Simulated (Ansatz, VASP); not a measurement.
# Two plane-wave programs on Rh

```
Rh
1.0
     2.69235    0.00000    0.00000
    -1.34617    2.33164    0.00000
     0.00000    0.00000    4.39661
Rh
2
Cartesian
  0.0000 1.5544 1.0992
  1.3462 0.7772 3.2975
```

Alike in both runs: task relaxation of cell and atoms; functional PBE; k mesh 18 × 18 × 10; occupations gaussian, width 0.1 eV; no spin polarisation.

|  | VASP | Ansatz |
| --- | --- | --- |
| version | VASP 6.6.1 | Ansatz 0.2.0 |
| potentials or method | VASP PAW PBE potentials, release 64 (Rh_pv), cutoff 600 eV | scalar-relativistic, plane waves, PAW |
| valence electrons in the cell | 30 | 34 |

```tsv
	VASP	Ansatz	Ansatz less VASP
gap on the k mesh at the Fermi level, each at its own relaxed structure (eV)	none	none	-
relaxed volume (Å³/atom)	14.09	14.10	+0.006
relaxed length of the cell vector where the two differ most in proportion (Å)	2.724	2.725	+0.0006
```

A gap of «none» marks a metal or a gap that the smearing closes. VASP's potentials hold 30 valence electrons a cell and Ansatz's 34, so a difference there can come from the potentials and not from the codes.
